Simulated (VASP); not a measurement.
# C (Cmm2) in VASP: further runs

C is run at these levels: PBE; tasks: single point.

All numbers are computed with VASP 6.6.1; they aren't measurements. Logs are shortened: lines on timing, memory, paths and dates and some standing lists are left out, and cuts for length are marked.

## 1. The cell of the first run

Symmetry: Cmm2, No. 35, orthorhombic system. Conventional cell: a = 5.044 Å, b = 5.044 Å, c = 3.567 Å, α = 90.00°, β = 90.00°, γ = 90.00°. Within 2.0 Å of C (site symmetry mm2) lie 4 C at 1.48 to 1.62 Å. C (site symmetry mm2) has 4 C at 1.54 Å within 2.1 Å. C (site symmetry 2) has 4 C at 1.54 Å within 2.1 Å. C (site symmetry m) has 4 C at 1.48 to 1.54 Å within 2.0 Å. C (site symmetry m) has 4 C at 1.54 to 1.62 Å within 2.1 Å.

## 2. Single point, PBE (atom 1 (C) moved +0.120 Å along Cartesian [0 0 1])

INCAR reads:

```
  PREC = Accurate
  ENCUT = 520
  EDIFF = 1E-7
  ISMEAR = 0
  SIGMA = 0.05
  LREAL = False
  LASPH = True
  NELM = 60
  ALGO = Normal
  ISIF = 2
  LWAVE = False
  LCHARG = True
  GGA = PE
  LELF = True
  LVHAR = True
  NBANDS = 26
```

KPOINTS reads:

```
Automatic mesh
0
Gamma
  6 6 6
```

POSCAR reads:

```
C
1.0
    3.5668000000      0.0000000000      0.0000000000
    0.0000000000     -3.5668000000      0.0000000000
    0.0000000000      0.0000000000     -3.5668000000
C
8
Direct
    0.5000000000      0.0000000000     -0.0336436021
    0.0000000000      0.5000000000      0.0000000000
    0.0000000000      0.0000000000      0.5000000000
    0.5000000000      0.5000000000      0.5000000000
    0.7500000000      0.7500000000      0.7500000000
    0.2500000000      0.2500000000      0.7500000000
    0.2500000000      0.7500000000      0.2500000000
    0.7500000000      0.2500000000      0.2500000000
```

Potentials or basis: VASP PAW PBE potentials, release 64 (C).

On the command line:

```bash
cat potpaw_PBE.64/C/POTCAR > POTCAR
mpirun -np 1 vasp_std > vasp.out
```

OUTCAR:

```text
PREC = Accurate
   ENCUT = 520
   EDIFF = 1E-7
   ISMEAR = 0
   LREAL = False
   LASPH = True
   NELM = 60
   ISIF = 2
   GGA = PE

 ion  position               nearest neighbor table
   1  0.500  0.000  0.966-   5 1.48   6 1.48   7 1.62   8 1.62
   2  0.000  0.500  0.000-   5 1.54   6 1.54   7 1.54   8 1.54
   3  0.000  0.000  0.500-   5 1.54   6 1.54   7 1.54   8 1.54
   4  0.500  0.500  0.500-   5 1.54   6 1.54   7 1.54   8 1.54
   5  0.750  0.750  0.750-   1 1.48   2 1.54   3 1.54   4 1.54
   6  0.250  0.250  0.750-   1 1.48   2 1.54   3 1.54   4 1.54
   7  0.250  0.750  0.250-   2 1.54   3 1.54   4 1.54   1 1.62
   8  0.750  0.250  0.250-   2 1.54   3 1.54   4 1.54   1 1.62

  LATTYP: Found a simple cubic cell.
 ALAT       =     3.5668000000

  Lattice vectors:

 A1 = (   3.5668000000,   0.0000000000,   0.0000000000)
 A2 = (   0.0000000000,  -3.5668000000,   0.0000000000)
 A3 = (   0.0000000000,   0.0000000000,  -3.5668000000)

Analysis of symmetry for initial positions (statically):
=====================================================================
 Subroutine PRICEL returns:
 Original cell was already a primitive cell.

 Routine SETGRP: Setting up the symmetry group for a
 simple cubic supercell.

 Subroutine GETGRP returns: Found  4 space group operations
 (whereof  2 operations were pure point group operations)
 out of a pool of 48 trial point group operations.

The static configuration has the point symmetry C_2 .
 The point group associated with its full space group is C_2v.

Analysis of symmetry for dynamics (positions and initial velocities):
=====================================================================
 Subroutine PRICEL returns:
 Original cell was already a primitive cell.

 Routine SETGRP: Setting up the symmetry group for a
 simple cubic supercell.

 Subroutine GETGRP returns: Found  4 space group operations
 (whereof  2 operations were pure point group operations)
 out of a pool of 48 trial point group operations.

The dynamic configuration has the point symmetry C_2 .
 The point group associated with its full space group is C_2v.

 Subroutine INISYM returns: Found  4 space group operations
 (whereof  2 operations are pure point group operations),
 and found     1 'primitive' translations

----------------------------------------------------------------------------------------

                                     Primitive cell

  volume of cell :      45.3771

  direct lattice vectors                    reciprocal lattice vectors
     3.566800000  0.000000000  0.000000000     0.280363351  0.000000000  0.000000000
     0.000000000 -3.566800000  0.000000000     0.000000000 -0.280363351  0.000000000
     0.000000000  0.000000000 -3.566800000     0.000000000  0.000000000 -0.280363351

  length of vectors
     3.566800000  3.566800000  3.566800000     0.280363351  0.280363351  0.280363351

  position of ions in fractional coordinates (direct lattice)
     0.500000000  0.000000000  0.966356398
     0.000000000  0.500000000  0.000000000
     0.000000000  0.000000000  0.500000000
     0.500000000  0.500000000  0.500000000
     0.750000000  0.750000000  0.750000000
     0.250000000  0.250000000  0.750000000
     0.250000000  0.750000000  0.250000000
     0.750000000  0.250000000  0.250000000

  ion indices of the primitive-cell ions
   primitive index   ion index
                 1           1
                 2           2
                 3           3
                 4           4
                 5           5
                 6           6
                 7           7
                 8           8

----------------------------------------------------------------------------------------

 KPOINTS: Automatic mesh

Automatic generation of k-mesh.
 Grid dimensions read from file:
 generate k-points for:    6    6    6

 Generating k-lattice:

  Cartesian coordinates                     Fractional coordinates (reciprocal lattice)
     0.046727225  0.000000000  0.000000000     0.166666667  0.000000000  0.000000000
     0.000000000 -0.046727225  0.000000000     0.000000000  0.166666667  0.000000000
     0.000000000  0.000000000 -0.046727225     0.000000000  0.000000000  0.166666667

  Length of vectors
     0.046727225  0.046727225  0.046727225

  Shift w.r.t. Gamma in fractional coordinates (k-lattice)
     0.000000000  0.000000000  0.000000000

 Subroutine IBZKPT returns following result:
 ===========================================

 Found     52 irreducible k-points:

 Following reciprocal coordinates:
            Coordinates               Weight
  0.000000  0.000000  0.000000      1.000000
  0.166667  0.000000  0.000000      4.000000
  0.000000  0.000000  0.166667      2.000000
  0.333333  0.000000  0.000000      4.000000
  0.000000  0.000000  0.333333      2.000000
  0.500000  0.000000  0.000000      2.000000
[... 16 lines left out ...]
  0.333333  0.000000  0.500000      4.000000
  0.500000  0.500000  0.000000      1.000000
 [... further k-points ...]
   k-points           NKPTS =     52   k-points in BZ     NKDIM =     52   number of bands    NBANDS=     26
   number of dos      NEDOS =    301   number of ions     NIONS =      8
   total plane-waves  NPLWV =  21952
   dimension x,y,z NGX =    28 NGY =   28 NGZ =   28
   dimension x,y,z NGXF=    56 NGYF=   56 NGZF=   56
   ions per type =               8
   NGX,Y,Z   is equivalent  to a cutoff of  13.05, 13.05, 13.05 a.u.
   NGXF,Y,Z  is equivalent  to a cutoff of  26.10, 26.10, 26.10 a.u.
 SYSTEM =  unknown system
   PREC   = accura    normal or accurate (medium, high low for compatibility)
   ISTART =      0    job   : 0-new  1-cont  2-samecut
   ICHARG =      2    charge: 1-file 2-atom 10-const
   ISPIN  =      1    spin polarized calculation?
   LNONCOLLINEAR =      F non collinear calculations
   LSORBIT =      F    spin-orbit coupling
   LASPH  =      T    aspherical Exc in radial PAW
   ENCUT  =  520.0 eV  38.22 Ry    6.18 a.u.   6.63  6.63  6.63*2*pi/ulx,y,z
   NELM   =     60;   NELMIN=  2; NELMDL= -5     # of ELM steps
   EDIFF  = 0.1E-06   stopping-criterion for ELM
   LREAL  =      F    real-space projection
   EDIFFG = 0.1E-05   stopping-criterion for IOM
   NSW    =      0    number of steps for IOM
   IBRION =     -1    ionic relax: 0-MD 1-quasi-New 2-CG
   NFREE  =      0    steps in history (QN), initial steepest desc. (CG)
   ISIF   =      2    stress and relaxation
   ISYM   =      2    0-nonsym 1-usesym 2-fastsym
   POTIM  = 0.5000    time-step for ionic-motion
   TEBEG  =    0.0;   TEEND  =   0.0 temperature during run
   PSTRESS=    0.0 pullay stress
   NELECT =      32.0000    total number of electrons
   NUPDOWN=      -1.0000    fix difference up-down
   EMIN   =  10.00;   EMAX   =-10.00  energy-range for DOS
   EFERMI =   0.00;   METHOD = LEGACY
   ISMEAR =     0;   SIGMA  =   0.05  broadening in eV -4-tet -1-fermi 0-gaus
   EFERMI_NEDOS =   21; number of points for ismear=-14 and -15
   IALGO  =     38    algorithm
   IMIX   =      4    mixing-type and parameters
     AMIX     =   0.40;   BMIX     =  1.00
     AMIX_MAG =   1.60;   BMIX_MAG =  1.00
  volume/ion in A,a.u.               =       5.67        38.28
  Fermi-wavevector in a.u.,A,eV,Ry     =   1.457178  2.753668 28.890189  2.123369
  Thomas-Fermi vector in A             =   2.574010
   LORBIT       =      0    0 simple, 1 ext, 2 COOP (PROOUT), +10 PAW based schemes
   GGA     = PE    functional components
   LHFCALC =     F    Hartree Fock is set to
   AEXX    =    0.0000 exact exchange contribution
   IVDW    =     0    specifies the selected vdW correction
   LEPSILON=     F    determine dielectric tensor
   LRPA    =     F    only Hartree local field effects (RPA)
 non-spin polarized calculation
 Gauss-broadening in eV      SIGMA  =   0.05
  energy-cutoff  :      520.00
  volume of cell :       45.38
 maximum number of plane-waves:      1233
 NGX is ok and might be reduce to    28
   NGX = 13   NGY = 13   NGZ = 13

 number of electron      31.9999997 magnetization

 Free energy of the ion-electron system (eV)
  ---------------------------------------------------
  ext. energy  EPLUGINS =         0.00000000
  ---------------------------------------------------
  free energy    TOTEN  =       -72.42252306 eV

  energy without entropy =      -72.42252306  energy(sigma->0) =      -72.42252306

 E-fermi :  10.4786     XC(G=0): -13.2510

 val. band max:       10.1931166445   @ k =   0.0000   0.0000   0.0000
 cond. band min:      13.7976175449   @ k =   0.1667   0.0000   0.0000
 fundamental gap:      3.6045009004
 Fermi energy:        10.4785663264

 k-point     1 :       0.0000    0.0000    0.0000
  band No.  band energies     occupation
      1     -11.7689      2.00000
      2      -3.4624      2.00000
      3      -3.2855      2.00000
      4      -3.0449      2.00000
      5      -3.0393      2.00000
      6      -2.8475      2.00000
[... 18 lines left out ...]
     25      15.8950      0.00000
     26      22.9040      0.00000

 k-point     2 :       0.1667    0.0000    0.0000
  band No.  band energies     occupation
      1     -11.5128      2.00000
      2      -5.6038      2.00000
      3      -3.1822      2.00000
      4      -2.9142      2.00000
      5      -2.8812      2.00000
      6      -2.5693      2.00000
[... 18 lines left out ...]
     25      16.7740      0.00000
     26      22.9870      0.00000

 k-point     3 :       0.0000    0.0000    0.1667
  band No.  band energies     occupation
      1     -11.5142      2.00000
      2      -5.5823      2.00000
      3      -3.1407      2.00000
      4      -2.9146      2.00000
      5      -2.8865      2.00000
      6      -2.6768      2.00000
[... 18 lines left out ...]
     25      16.8876      0.00000
     26      23.0474      0.00000

 k-point     4 :       0.3333    0.0000    0.0000
  band No.  band energies     occupation
      1     -10.7484      2.00000
      2      -7.7568      2.00000
      3      -2.7811      2.00000
      4      -2.5404      2.00000
      5      -2.4968      2.00000
      6      -2.1942      2.00000
[... 18 lines left out ...]
     25      19.0259      0.00000
     26      22.1434      0.00000

 k-point     5 :       0.0000    0.0000    0.3333
  band No.  band energies     occupation
      1     -10.7580      2.00000
      2      -7.7252      2.00000
      3      -2.7984      2.00000
      4      -2.5374      2.00000
      5      -2.5030      2.00000
      6      -2.2547      2.00000
[... 18 lines left out ...]
     25      19.0577      0.00000
     26      22.3989      0.00000

 k-point     6 :       0.5000    0.0000    0.0000
  band No.  band energies     occupation
      1      -9.5016      2.00000
      2      -9.4744      2.00000
      3      -2.5111      2.00000
      4      -2.3126      2.00000
      5      -2.2468      2.00000
      6      -1.9611      2.00000
[... 427 lines left out ...]
 k-point    21 :       0.5000    0.3333    0.0000
  band No.  band energies     occupation
      1      -8.5208      2.00000
      2      -8.4921      2.00000
      3      -5.7361      2.00000
      4      -5.6845      2.00000
      5      -0.3480      2.00000
      6       0.0078      2.00000
[... 18 lines left out ...]
     25      21.1152      0.00000
     26      21.4437      0.00000

 k-point    22 :       0.0000    0.5000    0.3333
  band No.  band energies     occupation
      1      -8.5438      2.00000
      2      -8.4934      2.00000
      3      -5.6940      2.00000
      4      -5.6523      2.00000
      5      -0.2514      2.00000
      6      -0.1742      2.00000
[... 18 lines left out ...]
     25      21.2604      0.00000
     26      21.2799      0.00000

 k-point    23 :       0.3333    0.0000    0.5000
  band No.  band energies     occupation
      1      -8.7407      2.00000
      2      -8.2528      2.00000
      3      -5.9388      2.00000
      4      -5.4505      2.00000
      5      -0.3002      2.00000
      6      -0.1871      2.00000
[... 18 lines left out ...]
     25      21.1351      0.00000
     26      21.6137      0.00000

 k-point    24 :       0.5000    0.5000    0.0000
  band No.  band energies     occupation
      1      -7.4115      2.00000
      2      -7.3828      2.00000
      3      -7.2188      2.00000
      4      -7.2128      2.00000
      5       0.7487      2.00000
      6       0.8921      2.00000
[... 18 lines left out ...]
     25      21.3802      0.00000
     26      21.8075      0.00000

 [... further k-points ...]

------------------------ aborting loop because EDIFF is reached ----------------------------------------

  FORCE on cell =-STRESS in cart. coord.  units (eV):
  Direction    XX          YY          ZZ          XY          YZ          ZX
  --------------------------------------------------------------------------------------
  -------------------------------------------------------------------------------------
  Total        1.2492158      1.2492158      0.8450237      0.4227705      0.0000000      0.0000000
  in kB       44.1074325     44.1074325     29.8361787     14.9272218      0.0000000      0.0000000
  external PRESSURE =      39.3503479 kB  Pullay stress =       0.0000000 kB

 VOLUME and BASIS-vectors are now :
 -----------------------------------------------------------------------------
  energy-cutoff  :      520.00
  volume of cell :       45.38
      direct lattice vectors                 reciprocal lattice vectors
     3.566800000  0.000000000  0.000000000     0.280363351  0.000000000  0.000000000
     0.000000000 -3.566800000  0.000000000     0.000000000 -0.280363351  0.000000000
     0.000000000  0.000000000 -3.566800000     0.000000000  0.000000000 -0.280363351

 POSITION                                       TOTAL-FORCE (eV/Angst)
 -----------------------------------------------------------------------------------
      1.78340      0.00000     -3.44680         0.000000      0.000000     -5.271572
      0.00000     -1.78340      0.00000         0.000000      0.000000     -0.693481
      0.00000      0.00000     -1.78340         0.000000      0.000000      0.785004
      1.78340     -1.78340     -1.78340         0.000000      0.000000      0.785004
      2.67510     -2.67510     -2.67510         0.496481      0.496481      1.228191
      0.89170     -0.89170     -2.67510        -0.496481     -0.496481      1.228191
      0.89170     -2.67510     -0.89170         0.222043     -0.222043      0.969332
      2.67510     -0.89170     -0.89170        -0.222043      0.222043      0.969332
 -----------------------------------------------------------------------------------
    total drift:                                0.000000     -0.000000     -0.000087

  FREE ENERGIE OF THE ION-ELECTRON SYSTEM (eV)
  ---------------------------------------------------
  free  energy   TOTEN  =       -72.4225230634 eV

  energy  without entropy=      -72.4225230634  energy(sigma->0) =      -72.42252306
```

Wall time 23 s (1 thread of Intel Xeon 6975P-C (Granite Rapids), shared host); peak memory 0.17 GiB.

What came out:

| Item | Value |
| --- | --- |
| Free energy | -72.4225 eV |
| Pressure | 3.9 GPa |
| Largest force | 5.272 eV/Å |
| Band gap on the k mesh | 3.60 eV |

Forces in eV/Å, atoms in the order of the input:
```
C    0.000  0.000 -5.272
C    0.000  0.000 -0.693
C    0.000  0.000  0.785
C    0.000  0.000  0.785
C    0.496  0.496  1.228
C   -0.496 -0.496  1.228
C    0.222 -0.222  0.969
C   -0.222  0.222  0.969
```

Stress tensor (GPa, compression positive):
```
4.41 1.49 0.00
1.49 4.41 0.00
0.00 0.00 2.98
```

Caveat: the cell differs from its parent crystal (atom 1 (C) moved +0.120 Å along Cartesian [0 0 1]); forces of over 1 eV/Å act on the atoms, so gaps and moduli don't describe the material at rest. A k mesh can miss the band edges.

## 3. Single point, PBE (atom 1 (C) moved -0.060 Å along Cartesian [0 0 1])

INCAR reads:

```
SYSTEM = C
PREC = Accurate
ENCUT = 520
EDIFF = 1E-6
ISMEAR = 0
SIGMA = 0.05
LREAL = .FALSE.
LASPH = .TRUE.
NELM = 60
ALGO = Normal
ISIF = 2
LWAVE = .FALSE.
LCHARG = .FALSE.
GGA = PE
NBANDS = 26
```

KPOINTS reads:

```
regular mesh
0
G
  6 6 6
  0 0 0
```

POSCAR, as its differences from that of step 2:

```diff
@@ -8,3 +8,3 @@
 Direct
-    0.5000000000      0.0000000000     -0.0336436021
+    0.5000000000      0.0000000000      0.0168218011
     0.0000000000      0.5000000000      0.0000000000
```

Potentials or basis: VASP PAW PBE potentials, release 64 (C).

On the command line:

```bash
cat potpaw_PBE.64/C/POTCAR > POTCAR
mpirun -np 1 vasp_std > vasp.out
```

It took 22 s on 1 thread of Intel Xeon 6975P-C (Granite Rapids), shared host; peak memory 0.17 GiB.

It converged, with:

```yaml
Free_energy: -72.6609 eV
Pressure: 2.8 GPa
Largest_force: 2.662 eV/Å
Band_gap_on_the_k_mesh: 3.90 eV
```

Forces on the atoms (eV/Å):
```
C    0.000  0.000  2.662
C    0.000  0.000  0.349
C    0.000  0.000 -0.393
C    0.000  0.000 -0.393
C   -0.143 -0.143 -0.523
C    0.143  0.143 -0.523
C   -0.212  0.212 -0.589
C    0.212 -0.212 -0.589
```

Stress tensor (GPa, compression positive):
```
 2.93 -0.69  0.00
-0.69  2.93  0.00
 0.00  0.00  2.57
```

Levels at points of the mesh, in eV from the valence-band top:
```tsv
k point	band 14	band 15	band 16	band 17	band 18	band 19
(0.00, 0.00, 0.00)	-0.46	-0.22	0.00	4.24	4.35	4.52
(0.50, 0.00, 0.00)	-4.35	-4.33	-4.22	4.19	4.20	9.86
(0.00, 0.00, 0.50)	-4.45	-4.27	-4.08	4.14	4.26	9.97
(0.50, 0.50, 0.00)	-3.28	-3.22	-2.96	7.52	7.68	7.69
(0.00, 0.50, 0.50)	-3.25	-3.22	-3.09	7.48	7.57	7.76
(0.50, 0.50, 0.50)	-3.00	-2.90	-2.65	7.69	7.81	8.21
```

Caveat: the cell differs from its parent crystal (atom 1 (C) moved -0.060 Å along Cartesian [0 0 1]); forces of over 1 eV/Å act on the atoms, so gaps and moduli don't describe the material at rest. A k mesh can miss the band edges.

(Part 1 of 2 ends here.)
